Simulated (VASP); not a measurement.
**Li: single point with PBEsol**

Li:

```
CELL_PARAMETERS angstrom
0.00000 2.20200 2.06988
2.20200 0.00000 2.06988
2.20200 2.20200 0.00000
ATOMIC_POSITIONS crystal
Li 0.00000 0.00000 0.00000
```

This cell differs from its parent crystal: strain -0.0600 x Voigt [0, 0, 1, 0, 0, 0].

```json
{
  "Program": "VASP 6.6.1",
  "Task": "single point",
  "Functional": "PBEsol",
  "Potentials or basis": "VASP PAW PBE potentials, release 64 (Li_sv)",
  "Cutoff": "520 eV",
  "k mesh": "18 × 18 × 18",
  "Occupations": "gaussian, width 0.15 eV",
  "Spin": "no spin polarisation"
}
```

```json
{
 "Band gap on the k mesh": "zero (an odd number of electrons rules out a gap without spin polarisation)"
}
```

Levels at points of the mesh, in eV from the Fermi level:
```csv
k point,band 1,band 2,band 3,band 4,band 5,band 6,band 7
"(0.00, 0.00, 0.00)",-45.90,-3.57,14.42,14.51,14.51,18.30,18.30
"(0.50, 0.00, 0.00)",-45.88,-0.02,2.97,12.22,13.09,16.03,17.23
"(0.50, 0.50, 0.00)",-45.87,2.10,5.30,7.91,7.91,10.10,15.08
"(0.50, 0.00, 0.50)",-45.87,1.27,4.47,8.67,8.97,11.01,15.80
```

Run time: 14 s on 1 thread of Intel(R) Xeon(R) 6975P-C (Granite Rapids) (shared host), peak memory 0.17 GiB.

Caveat: the cell differs from its parent crystal (strain -0.0600 x Voigt [0, 0, 1, 0, 0, 0]).
